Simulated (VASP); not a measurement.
O, 1 atom in the cell. It takes space group Im-3m (No. 229, cubic). The conventional cell has a = 2.416 Å, b = 2.416 Å, c = 2.416 Å, α = 90.00°, β = 90.00°, γ = 90.00°. O (site symmetry m-3m) has 14 O at 2.09 to 2.42 Å within 2.8 Å. 

* Program: VASP 6.6.1
* Task: single point
* Functional: LDA
* Potentials or basis: VASP PAW LDA potentials, release 64 (O)
* Cutoff: 520 eV
* k mesh: 21 × 21 × 21
* Occupations: fermi-dirac, width 0.1 eV
* Spin: no spin polarisation
* Dipole correction: no
* Further INCAR settings: ALGO = Normal; EDIFF = 1e-07; NBANDS = 9

Potentials or basis: VASP PAW LDA potentials, release 64 (O).

Run with:

```bash
$ cat potpaw_LDA.64/O/POTCAR > POTCAR
$ mpirun -np 1 vasp_std > vasp.out
```

Hardware: 1 thread of AMD EPYC 9R45 96-Core Processor (Zen 5), with other jobs on the host.

How long does it take, and how much memory?

Wall time 6.8 s on 1 thread of AMD EPYC 9R45 96-Core Processor (Zen 5) (shared host), peak memory 0.09 GiB. Counts: scf iterations 9, k points 286.
